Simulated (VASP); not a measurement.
# ZnF2 (P4_2/mnm) in VASP: further runs, part 2 of 2

VASP 6.6.1. The steps go on from the part before.

**3. Single point, r2SCAN**

This run uses another cell than the first one, of 11.53 Å³/atom.

File POSCAR:

```
ZnF2
1.0
    4.7025063948      0.0000000000      0.0000000000
    0.0000000000      4.7025063948      0.0000000000
    0.0000000000      0.0000000000      3.1273502799
Zn F
2 4
Direct
    0.5000000000      0.5000000000      0.5000000000
    0.0000000000      0.0000000000      0.0000000000
    0.6968813135      0.6968813135      0.0000000000
    0.8031186865      0.1968813135      0.5000000000
    0.3031186865      0.3031186865      0.0000000000
    0.1968813135      0.8031186865      0.5000000000
```

File INCAR.step1:

```
SYSTEM = ZnF2
  PREC = Accurate
  ENCUT = 660
  ISMEAR = 0
  SIGMA = 0.02
  LREAL = .False.
  LASPH = .True.
  NELM = 120
  NBANDS = 35
  GGA = PE
  ALGO = Normal
  EDIFF = 1E-5
  LWAVE = .True.
  LCHARG = .False.
  GGA_COMPAT = .False.
```

File INCAR.step2:

```
SYSTEM = ZnF2
  PREC = Accurate
  ENCUT = 660
  EDIFF = 1E-6
  ISMEAR = 0
  SIGMA = 0.02
  LREAL = .False.
  LASPH = .True.
  NELM = 120
  ALGO = Normal
  ISIF = 2
  LWAVE = .False.
  LCHARG = .True.
  METAGGA = R2SCAN
  LMIXTAU = .True.
  LELF = .True.
  LVHAR = .True.
  NBANDS = 35
  ISTART = 1
  GGA_COMPAT = .False.
```

File KPOINTS:

```
regular mesh
0
Gamma
  6 6 8
  0 0 0
```

Potentials or basis: VASP PAW PBE potentials, release 64 (Zn, F).

Started as:

```
> cat potpaw_PBE.64/Zn/POTCAR potpaw_PBE.64/F/POTCAR > POTCAR
> cp INCAR.step1 INCAR
> mpirun -np 1 vasp_std > vasp.out
> cp INCAR.step2 INCAR
> mpirun -np 1 vasp_std > vasp.out
```

OUTCAR:

```text
SYSTEM = ZnF2
   PREC = Accurate
   ENCUT = 660
   EDIFF = 1E-6
   ISMEAR = 0
   LREAL = .False.
   LASPH = .True.
   NELM = 120
   ISIF = 2
   METAGGA = R2SCAN
   ISTART = 1

 ion  position               nearest neighbor table
   1  0.500  0.500  0.500-   4 2.02   6 2.02   5 2.04   3 2.04   3 2.04   5 2.04
   2  0.000  0.000  0.000-   3 2.02   5 2.02   4 2.04   6 2.04   4 2.04   6 2.04
   3  0.697  0.697  0.000-   2 2.02   1 2.04   1 2.04
   4  0.803  0.197  0.500-   1 2.02   2 2.04   2 2.04
   5  0.303  0.303  0.000-   2 2.02   1 2.04   1 2.04
   6  0.197  0.803  0.500-   1 2.02   2 2.04   2 2.04

  LATTYP: Found a simple tetragonal cell.
 ALAT       =     4.7025063948
 C/A-ratio  =     0.6650390276

  Lattice vectors:

 A1 = (   4.7025063948,   0.0000000000,   0.0000000000)
 A2 = (   0.0000000000,   4.7025063948,   0.0000000000)
 A3 = (   0.0000000000,   0.0000000000,   3.1273502799)

Analysis of symmetry for initial positions (statically):
=====================================================================
 Subroutine PRICEL returns:
 Original cell was already a primitive cell.

 Routine SETGRP: Setting up the symmetry group for a
 simple tetragonal supercell.

 Subroutine GETGRP returns: Found 16 space group operations
 (whereof  8 operations were pure point group operations)
 out of a pool of 16 trial point group operations.

The static configuration has the point symmetry D_2h.
 The point group associated with its full space group is D_4h.

Analysis of symmetry for dynamics (positions and initial velocities):
=====================================================================
 Subroutine PRICEL returns:
 Original cell was already a primitive cell.

 Routine SETGRP: Setting up the symmetry group for a
 simple tetragonal supercell.

 Subroutine GETGRP returns: Found 16 space group operations
 (whereof  8 operations were pure point group operations)
 out of a pool of 16 trial point group operations.

The dynamic configuration has the point symmetry D_2h.
 The point group associated with its full space group is D_4h.

 Subroutine INISYM returns: Found 16 space group operations
 (whereof  8 operations are pure point group operations),
 and found     1 'primitive' translations

----------------------------------------------------------------------------------------

                                     Primitive cell

  volume of cell :      69.1569

  direct lattice vectors                    reciprocal lattice vectors
     4.702506395  0.000000000  0.000000000     0.212652555  0.000000000  0.000000000
     0.000000000  4.702506395  0.000000000     0.000000000  0.212652555  0.000000000
     0.000000000  0.000000000  3.127350280     0.000000000  0.000000000  0.319759512

  length of vectors
     4.702506395  4.702506395  3.127350280     0.212652555  0.212652555  0.319759512

  position of ions in fractional coordinates (direct lattice)
     0.500000000  0.500000000  0.500000000
     0.000000000  0.000000000  0.000000000
     0.696881314  0.696881314  0.000000000
     0.803118686  0.196881314  0.500000000
     0.303118686  0.303118686  0.000000000
     0.196881314  0.803118686  0.500000000

  ion indices of the primitive-cell ions
   primitive index   ion index
                 1           1
                 2           2
                 3           3
                 4           4
                 5           5
                 6           6

----------------------------------------------------------------------------------------

 KPOINTS: regular mesh

Automatic generation of k-mesh.
 Grid dimensions read from file:
 generate k-points for:    6    6    8

 Generating k-lattice:

  Cartesian coordinates                     Fractional coordinates (reciprocal lattice)
     0.035442093  0.000000000  0.000000000     0.166666667  0.000000000  0.000000000
     0.000000000  0.035442093  0.000000000     0.000000000  0.166666667  0.000000000
     0.000000000  0.000000000  0.039969939     0.000000000  0.000000000  0.125000000

  Length of vectors
     0.035442093  0.035442093  0.039969939

  Shift w.r.t. Gamma in fractional coordinates (k-lattice)
     0.000000000  0.000000000  0.000000000

 Subroutine IBZKPT returns following result:
 ===========================================

 Found     50 irreducible k-points:

 Following reciprocal coordinates:
            Coordinates               Weight
  0.000000  0.000000  0.000000      1.000000
  0.166667  0.000000  0.000000      4.000000
  0.333333  0.000000  0.000000      4.000000
  0.500000  0.000000  0.000000      2.000000
  0.166667  0.166667  0.000000      4.000000
  0.333333  0.166667  0.000000      8.000000
[... 16 lines left out ...]
  0.333333  0.000000  0.250000      8.000000
  0.500000  0.000000  0.250000      4.000000
 [... further k-points ...]
   k-points           NKPTS =     50   k-points in BZ     NKDIM =     50   number of bands    NBANDS=     35
   number of dos      NEDOS =    301   number of ions     NIONS =      6
   total plane-waves  NPLWV =  44800
   dimension x,y,z NGX =    40 NGY =   40 NGZ =   28
   dimension x,y,z NGXF=    80 NGYF=   80 NGZF=   56
   ions per type =               2   4
   NGX,Y,Z   is equivalent  to a cutoff of  14.14, 14.14, 14.88 a.u.
   NGXF,Y,Z  is equivalent  to a cutoff of  28.28, 28.28, 29.77 a.u.
 SYSTEM =  ZnF2
   PREC   = accura    normal or accurate (medium, high low for compatibility)
   ISTART =      1    job   : 0-new  1-cont  2-samecut
   ICHARG =      0    charge: 1-file 2-atom 10-const
   ISPIN  =      1    spin polarized calculation?
   LNONCOLLINEAR =      F non collinear calculations
   LSORBIT =      F    spin-orbit coupling
   LASPH  =      T    aspherical Exc in radial PAW
   ENCUT  =  660.0 eV  48.51 Ry    6.96 a.u.   9.85  9.85  6.55*2*pi/ulx,y,z
   NELM   =    120;   NELMIN=  2; NELMDL=  0     # of ELM steps
   EDIFF  = 0.1E-05   stopping-criterion for ELM
   LREAL  =      F    real-space projection
[... 7 lines left out ...]
   TEBEG  =    0.0;   TEEND  =   0.0 temperature during run
   PSTRESS=    0.0 pullay stress
   NELECT =      52.0000    total number of electrons
   NUPDOWN=      -1.0000    fix difference up-down
   EMIN   =  10.00;   EMAX   =-10.00  energy-range for DOS
   EFERMI =   0.00;   METHOD = LEGACY
   ISMEAR =     0;   SIGMA  =   0.02  broadening in eV -4-tet -1-fermi 0-gaus
   EFERMI_NEDOS =   21; number of points for ismear=-14 and -15
   IALGO  =     38    algorithm
   IMIX   =      4    mixing-type and parameters
     AMIX     =   0.40;   BMIX     =  1.00
     AMIX_MAG =   1.60;   BMIX_MAG =  1.00
  volume/ion in A,a.u.               =      11.53        77.78
  Fermi-wavevector in a.u.,A,eV,Ry     =   1.488667  2.813172 30.152264  2.216129
  Thomas-Fermi vector in A             =   2.601673
   LORBIT       =      0    0 simple, 1 ext, 2 COOP (PROOUT), +10 PAW based schemes
   METAGGA = R2SCAN    functional components
   LHFCALC =     F    Hartree Fock is set to
   AEXX    =    0.0000 exact exchange contribution
   IVDW    =     0    specifies the selected vdW correction
   LEPSILON=     F    determine dielectric tensor
   LRPA    =     F    only Hartree local field effects (RPA)
 non-spin polarized calculation
 Gauss-broadening in eV      SIGMA  =   0.02
  energy-cutoff  :      660.00
  volume of cell :       69.16
 maximum number of plane-waves:      2696
 NGX is ok and might be reduce to    40
   NGX = 19   NGY = 19   NGZ = 13

 number of electron      52.0000012 magnetization

 Free energy of the ion-electron system (eV)
  ---------------------------------------------------
  ext. energy  EPLUGINS =         0.00000000
  ---------------------------------------------------
  free energy    TOTEN  =       -45.68691857 eV

  energy without entropy =      -45.68691857  energy(sigma->0) =      -45.68691857

 E-fermi :  -1.4234     XC(G=0): -10.9709

 val. band max:       -1.6071923901   @ k =   0.0000   0.0000   0.0000
 cond. band min:       2.6094880094   @ k =   0.0000   0.0000   0.0000
 fundamental gap:      4.2166803995
 Fermi energy:        -1.4233803966

 k-point     1 :       0.0000    0.0000    0.0000
  band No.  band energies     occupation
      1     -24.7503      2.00000
      2     -24.0083      2.00000
      3     -24.0083      2.00000
      4     -23.9693      2.00000
      5      -7.9111      2.00000
      6      -7.0735      2.00000
[... 27 lines left out ...]
     34      14.4995      0.00000
     35      14.4995      0.00000
[... 843 lines left out ...]
      5      -6.7304      2.00000
      6      -6.7304      2.00000
[... 27 lines left out ...]
     34      13.4420      0.00000
     35      15.5993      0.00000

 [... further k-points ...]
[... 5 lines left out ...]
  --------------------------------------------------------------------------------------
  -------------------------------------------------------------------------------------
  Total        0.1161587      0.1161587      0.2064174     -0.0000000      0.0000000      0.0000000
  in kB        2.6910831      2.6910831      4.7821318     -0.0000000      0.0000000      0.0000000
  external PRESSURE =       3.3880994 kB  Pullay stress =       0.0000000 kB

 VOLUME and BASIS-vectors are now :
 -----------------------------------------------------------------------------
  energy-cutoff  :      660.00
  volume of cell :       69.16
      direct lattice vectors                 reciprocal lattice vectors
     4.702506395  0.000000000  0.000000000     0.212652555  0.000000000  0.000000000
     0.000000000  4.702506395  0.000000000     0.000000000  0.212652555  0.000000000
     0.000000000  0.000000000  3.127350280     0.000000000  0.000000000  0.319759512

 POSITION                                       TOTAL-FORCE (eV/Angst)
 -----------------------------------------------------------------------------------
      2.35125      2.35125      1.56368         0.000000      0.000000      0.000000
      0.00000      0.00000      0.00000         0.000000      0.000000      0.000000
      3.27709      3.27709      0.00000         0.007247      0.007247      0.000000
      3.77667      0.92584      1.56368        -0.007247      0.007247      0.000000
      1.42542      1.42542      0.00000        -0.007247     -0.007247     -0.000000
      0.92584      3.77667      1.56368         0.007247     -0.007247     -0.000000
 -----------------------------------------------------------------------------------
    total drift:                                0.000000     -0.000000      0.000000

  FREE ENERGIE OF THE ION-ELECTRON SYSTEM (eV)
  ---------------------------------------------------
  free  energy   TOTEN  =       -45.6869185717 eV

  energy  without entropy=      -45.6869185717  energy(sigma->0) =      -45.68691857
```

Wall time 3.8 min (1 thread of Intel Xeon 6975P-C (Granite Rapids), shared host); peak memory 0.29 GiB.

Results:

```
Free energy            : -45.6869 eV
Pressure               : 0.3 GPa
Largest force          : 0.010 eV/Å
Band gap on the k mesh : 4.22 eV
```

Forces on the atoms (eV/Å):
```
Zn   0.000  0.000  0.000
Zn   0.000  0.000  0.000
F    0.007  0.007  0.000
F   -0.007  0.007  0.000
F   -0.007 -0.007  0.000
F    0.007 -0.007  0.000
```

Levels at points of the mesh, in eV from the valence-band top:
```csv
k point,band 24,band 25,band 26,band 27,band 28,band 29
"(0.00, 0.00, 0.00)",-0.38,-0.38,0.00,4.22,10.25,10.43
"(0.50, 0.00, 0.00)",-0.67,-0.47,-0.47,6.84,6.84,11.35
"(0.50, 0.50, 0.00)",-1.37,-0.39,-0.39,7.84,7.84,9.88
"(0.00, 0.00, 0.50)",-1.29,-1.26,-1.26,9.12,9.12,12.81
"(0.50, 0.00, 0.50)",-1.43,-0.07,-0.07,9.69,9.69,11.16
"(0.50, 0.50, 0.50)",-1.25,-0.81,-0.81,9.03,9.03,12.23
```

Caveat: the PAW data sets were made with another functional, which shifts forces and pressure a little.

**4. Single point, r2SCAN**

This run uses another cell than the first one, of 11.53 Å³/atom.

POSCAR is that of step 3.

File INCAR.step1:

```
ALGO     = Normal         # electronic algorithm
EDIFF    = 1E-5           # SCF threshold, eV
ENCUT    = 660            # plane-wave cutoff, eV
GGA      = PE             # functional
GGA_COMPAT= False        
ISMEAR   = 0              # smearing method
LASPH    = True           # aspherical terms in the spheres
LCHARG   = False          # write CHGCAR
LREAL    = False          # projectors in reciprocal space
LWAVE    = True           # write WAVECAR
NBANDS   = 35             # bands
NELM     = 120            # most SCF steps
PREC     = Accurate       # precision mode
SIGMA    = 0.02           # smearing width, eV
```

File INCAR.step2:

```
ALGO     = Normal         # electronic algorithm
EDIFF    = 1E-6           # SCF threshold, eV
ENCUT    = 660            # plane-wave cutoff, eV
GGA_COMPAT= False        
ISIF     = 2              # what is computed and relaxed
ISMEAR   = 0              # smearing method
ISTART   = 1            
LASPH    = True           # aspherical terms in the spheres
LCHARG   = True           # write CHGCAR
LELF     = True           # ELF
LMIXTAU  = True         
LREAL    = False          # projectors in reciprocal space
LVHAR    = True         
LWAVE    = False          # write WAVECAR
METAGGA  = R2SCAN         # meta-GGA
NBANDS   = 35             # bands
NELM     = 120            # most SCF steps
PREC     = Accurate       # precision mode
SIGMA    = 0.02           # smearing width, eV
```

File KPOINTS:

```
k-points
0
Gamma
  6 6 8
```

Started as:

```
> cat potpaw_PBE.64/Zn/POTCAR potpaw_PBE.64/F/POTCAR > POTCAR
> cp INCAR.step1 INCAR
> mpirun -np 1 vasp_std > vasp.out
> cp INCAR.step2 INCAR
> mpirun -np 1 vasp_std > vasp.out
```

Wall time 3.7 min (1 thread of Intel Xeon 6975P-C (Granite Rapids), shared host); peak memory 0.29 GiB.

The run converged. Its results:

```
Free energy            : -45.6869 eV
Pressure               : 0.3 GPa
Largest force          : 0.010 eV/Å
Band gap on the k mesh : 4.22 eV
```

Forces on the atoms (eV/Å):
```
Zn   0.000  0.000  0.000
Zn   0.000  0.000  0.000
F    0.007  0.007  0.000
F   -0.007  0.007  0.000
F   -0.007 -0.007  0.000
F    0.007 -0.007  0.000
```

Stress tensor (GPa, compression positive):
```
0.27 0.00 0.00
0.00 0.27 0.00
0.00 0.00 0.48
```

Levels at points of the mesh, in eV from the valence-band top:
```csv
k point,band 22,band 23,band 24,band 25,band 26,band 27,band 28,band 29,band 30,band 31
"(0.00, 0.00, 0.00)",-1.67,-1.35,-0.38,-0.38,0.00,4.22,10.25,10.43,10.43,14.14
"(0.50, 0.00, 0.00)",-1.73,-0.67,-0.67,-0.47,-0.47,6.84,6.84,11.35,11.35,13.88
"(0.50, 0.50, 0.00)",-1.52,-1.37,-1.37,-0.39,-0.39,7.84,7.84,9.88,9.88,15.56
"(0.00, 0.00, 0.50)",-1.48,-1.29,-1.29,-1.26,-1.26,9.12,9.12,12.81,12.81,14.03
"(0.50, 0.00, 0.50)",-1.97,-1.43,-1.43,-0.07,-0.07,9.69,9.69,11.16,11.16,14.91
"(0.50, 0.50, 0.50)",-1.62,-1.25,-1.25,-0.81,-0.81,9.03,9.03,12.23,12.23,13.21
```

Caveat: the PAW data sets were made with another functional, which shifts forces and pressure a little.
